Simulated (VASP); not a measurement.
Here is a VASP 6.6.1 calculation.

The input INCAR:

```
PREC = Accurate ; ENCUT = 600
EDIFF = 1E-6 ; ISMEAR = -1
SIGMA = 0.08 ; LREAL = F
LASPH = T ; NELM = 80
ALGO = Normal ; ISIF = 3
LWAVE = F ; LCHARG = F
GGA = CA ; IBRION = 2
NSW = 100 ; EDIFFG = -0.002
```

The input KPOINTS:

```
regular mesh
0
Gamma
  10 10 6
```

Contents of POSCAR:

```
CuI
1.0
    4.0229000000      0.0000000000      0.0000000000
    0.0000000000      4.0229000000      0.0000000000
    0.0000000000      0.0000000000      5.6506000000
Cu I
2 2
Direct
    0.0000000000      0.0000000000      0.0000000000
    0.5000000000      0.5000000000      0.0000000000
    0.0000000000      0.5000000000      0.2913000000
    0.5000000000      0.0000000000      0.7087000000
```

Potentials or basis: VASP PAW LDA potentials, release 64 (Cu, I).

Launch:

```bash
$ cat potpaw_LDA.64/Cu/POTCAR potpaw_LDA.64/I/POTCAR > POTCAR
$ mpirun -np 1 vasp_std > vasp.out
```

Task: Estimate the space group after relaxing (to 0.1 Å).

Result: P4/nmm (No. 129).

Task: What does it give for the band gap on the k mesh?

Result: 1.52 eV.

Final structure:
```xyz
4
Lattice="3.9646 0.0000 0.0000 0.0000 3.9646 0.0000 0.0000 0.0000 6.1805" Properties=species:S:1:pos:R:3 pbc="T T T"
Cu    0.0000    0.0000    0.0000
Cu    1.9823    1.9823    0.0000
I     0.0000    1.9823    1.6736
I     1.9823    0.0000    4.5069
```

Caveat: spin-orbit coupling is left out, which moves the levels of the heavy elements. A k mesh can miss the band edges.
